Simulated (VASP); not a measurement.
**Li7Br8 (a cell with a defect): single point with PBEsol**

The system is Li7Br8 (a cell with a defect).

```
CELL_PARAMETERS angstrom
-2.06641 3.57913 -6.62158
-2.06641 3.57913 6.62158
8.26565 0.00000 0.00000
ATOMIC_POSITIONS crystal
Li 0.21492 0.10689 0.32181
Li 0.73320 0.61978 0.83792
Li 0.21814 0.10472 0.83792
Li 0.14684 0.51484 0.17127
Li 0.65643 0.02443 0.17127
Li 0.14211 0.51862 0.66073
Li 0.64735 0.01825 0.66560
Br 0.92421 0.41072 0.33492
Br 0.41461 0.91763 0.33224
Br 0.91853 0.41748 0.83402
Br 0.41654 0.91549 0.83402
Br 0.83222 0.82800 0.16532
Br 0.33732 0.33310 0.16532
Br 0.83301 0.83354 0.66654
Br 0.33680 0.33096 0.66777
```

```json
{"Program": "VASP 6.6.1", "Task": "single point", "Functional": "PBEsol", "Potentials or basis": "VASP PAW PBE potentials, release 64 (Li_sv, Br)", "Cutoff": "520 eV", "k mesh": "4 × 4 × 4", "Occupations": "gaussian, width 0.05 eV", "Spin": "no spin polarisation"}
```

```yaml
Largest_force: 0.019 eV/Å
```

Forces on the atoms (eV/Å):
```
Li   0.000  0.000  0.007
Li  -0.002 -0.002  0.005
Li  -0.002 -0.001  0.005
Li  -0.003  0.008  0.003
Li   0.005 -0.006  0.003
Li   0.009  0.005 -0.001
Li  -0.003 -0.002  0.019
Br  -0.008 -0.005  0.013
Br   0.007  0.004 -0.004
Br  -0.001 -0.006 -0.010
Br  -0.006  0.003 -0.010
Br  -0.001  0.000 -0.006
Br   0.000 -0.001 -0.006
Br   0.003  0.002 -0.012
Br   0.002  0.001 -0.005
```

Levels at points of the mesh, in eV from the Fermi level:
```tsv
k point	band 35	band 36	band 37	band 38	band 39	band 40	band 41	band 42	band 43	band 44
(0.00, 0.00, 0.00)	-0.81	-0.75	-0.29	-0.23	-0.21	4.31	5.49	5.61	5.81	5.95
(0.50, 0.00, 0.00)	-0.82	-0.78	-0.74	-0.41	-0.28	5.45	5.65	6.42	6.54	6.56
(0.00, 0.50, 0.00)	-0.87	-0.80	-0.78	-0.38	-0.28	5.56	5.67	6.43	6.50	6.58
(0.50, 0.50, 0.00)	-0.82	-0.80	-0.68	-0.26	-0.26	5.45	5.59	5.71	6.02	6.04
(0.00, 0.00, 0.50)	-0.82	-0.79	-0.66	-0.26	-0.25	5.42	5.63	6.20	6.36	6.62
(0.50, 0.50, 0.50)	-0.96	-0.93	-0.88	-0.57	-0.34	5.79	5.91	6.07	6.20	6.32
```

Wall time 25 min on 1 thread of Oxide Virtual Turin-like Processor, on a shared host, peak memory 0.63 GiB.

Caveat: the cell carries a net charge on a neutralising background, which shifts energy and pressure; the cell is charged against a uniform background, so pressure and absolute levels hang on convention; the PAW data sets were made with another functional, which shifts forces and pressure a little.
